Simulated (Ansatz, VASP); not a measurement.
**Fe: VASP beside Ansatz**

```
Fe
1.0
     3.67900    1.83950    1.83950
     1.83950    3.67900    1.83950
     1.83950    1.83950    3.67900
Fe
2
Direct
  0.00000 0.00000 0.00000
  0.50000 0.50000 0.50000
```

Alike in both runs: task single point; functional PBE; k mesh 12 × 12 × 12; occupations gaussian, width 0.1 eV; collinear spin.

|  | VASP | Ansatz |
| --- | --- | --- |
| version | VASP 6.6.1 | Ansatz 0.2.0 |
| potentials or method | VASP PAW PBE potentials, release 64 (Fe), cutoff 600 eV | PAW, plane waves, scalar-relativistic |
| valence electrons in the cell | 16 | 32 |

Ansatz gave:

| Quantity | Value |
| --- | --- |
| pressure (GPa) | -23.4 |
| traceless stress, the component that is largest in VASP (GPa) | 0.18 |
| net moment per atom (μB) | 1.12 |
| size of the moment on the site where the two differ most (μB) | 0.04 |

Question: What did VASP give for the same quantities?

Answer: Pressure (GPa): -23.1; traceless stress, the component that is largest in VASP (GPa): 0.26; net moment per atom (μB): 1.13; size of the moment on the site where the two differ most (μB): 0.07.

Site moments also hang on the region over which each program counts them. VASP's potentials hold 16 valence electrons a cell and Ansatz's 32, so a difference there can come from the potentials and not from the codes. Ansatz's warnings: negative dielectric reading.
